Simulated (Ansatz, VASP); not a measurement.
One calculation of HfN, two programs

INCAR

```
PREC = Accurate
ENCUT = 520
EDIFF = 1E-6
ISMEAR = 0
SIGMA = 0.05
LREAL = F
LASPH = T
NELM = 100
ALGO = Normal
ISIF = 2
LWAVE = F
LCHARG = T
GGA = PE
LELF = T
LVHAR = T
NBANDS = 14
```

File KPOINTS:

```
Automatic mesh
0
Gamma
  16 16 16
```

POSCAR

```
HfN
1.0
    0.0000000000      2.2560000000      2.2560000000
    2.2560000000      0.0000000000      2.2560000000
    2.2560000000      2.2560000000      0.0000000000
Hf N
1 1
Direct
    0.0000000000      0.0000000000      0.0000000000
    0.5000000000      0.5000000000      0.5000000000
```

Input for Ansatz:

```yaml
crystal:
  lattice:
    - [0.0, 2.256, 2.256]
    - [2.256, 0.0, 2.256]
    - [2.256, 2.256, 0.0]
  atoms:
    - { symbol: Hf, position: [0.0, 0.0, 0.0] }
    - { symbol: "N", position: [0.5, 0.5, 0.5] }
basis:
  ecutwfc: 420
kpoints:
  mp_grid: { grid: [16, 16, 16] }
hamiltonian:
  xc: pbe
scf:
  occupations: { method: gaussian, width: 0.05 }
output:
  forces: true
  eigenvalues: true
  eigenstates:
    nscf_kmesh: { grid: [34, 34, 34] }
    top_band: c6
    de_dk: true
    localisation: true
  stress: true
checkpoint:
  write: ck
  compress: false
  write_wavefunctions: false
  write_every: 100000
```

Alike in both runs: task single point; functional PBE; k mesh 16 × 16 × 16; occupations gaussian, width 0.05 eV; no spin polarisation.

|  | VASP | Ansatz |
| --- | --- | --- |
| version | VASP 6.6.1 | Ansatz 0.2.0 |
| potentials or method | VASP PAW PBE potentials, release 64 (Hf_pv, N), cutoff 520 eV | scalar-relativistic, plane waves, PAW |
| valence electrons in the cell | 15 | 31 |

```tsv
	VASP	Ansatz	Ansatz less VASP
pressure (GPa)	4.1	6.6	+2.42
```

VASP's potentials hold 15 valence electrons a cell and Ansatz's 31, so a difference there can come from the potentials and not from the codes.

Spin-orbit coupling is off throughout.
